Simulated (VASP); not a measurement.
# WSe: single point with PBE

WSe:

```
W Se
1.0
     0.00000    2.67820    2.67820
     2.67820    0.00000    2.67820
     2.67820    2.67820    0.00000
W Se
1 1
Direct
  0.00000 0.00000 0.00000
  0.25000 0.25000 0.25000
```

```
Program                : VASP 6.6.1
Task                   : single point
Functional             : PBE
Potentials or basis    : VASP PAW PBE potentials, release 64 (W_sv, Se)
Cutoff                 : 520 eV
k mesh                 : 6 × 6 × 6
Occupations            : gaussian, width 0.1 eV
Spin                   : collinear spin, ferromagnetic start
Starting moments       : [1.0, 0.0] μB
Dipole correction      : no
Further INCAR settings : ALGO = Normal; EDIFF = 1e-06; NBANDS = 21
```

```
Pressure                                              : 29.4 GPa
Net moment                                            : 0.15 μB per cell
Site moments                                          : W +0.13; Se +0.00 μB
Valence electrons inside the program's atomic spheres : W 12.35; Se 4.21
```

Levels at points of the mesh, in eV from the Fermi level:
Spin up:
```csv
k point,band 7,band 8,band 9,band 10,band 11,band 12,band 13,band 14
"(0.00, 0.00, 0.00)",-5.85,-5.85,-0.66,-0.66,1.10,5.55,5.55,5.55
"(0.50, 0.00, 0.00)",-5.36,-5.36,-0.13,-0.12,-0.12,2.87,2.87,3.66
"(0.50, 0.50, 0.00)",-4.32,-4.32,-2.18,-0.37,0.57,1.08,1.08,8.13
```
Spin down:
| k point | band 8 | band 9 | band 10 | band 11 | band 12 | band 13 |
| --- | --- | --- | --- | --- | --- | --- |
| (0.00, 0.00, 0.00) | -5.82 | -0.54 | -0.54 | 1.13 | 5.58 | 5.58 |
| (0.50, 0.00, 0.00) | -5.32 | -0.07 | -0.01 | -0.01 | 2.91 | 2.91 |
| (0.50, 0.50, 0.00) | -4.30 | -2.14 | -0.27 | 0.71 | 1.14 | 1.14 |

Wall time 13 s on 1 thread of Intel(R) Xeon(R) 6975P-C (Granite Rapids) (shared host), peak memory 0.18 GiB.

Caveat: spin-orbit coupling is left out, which moves the levels of the heavy elements.
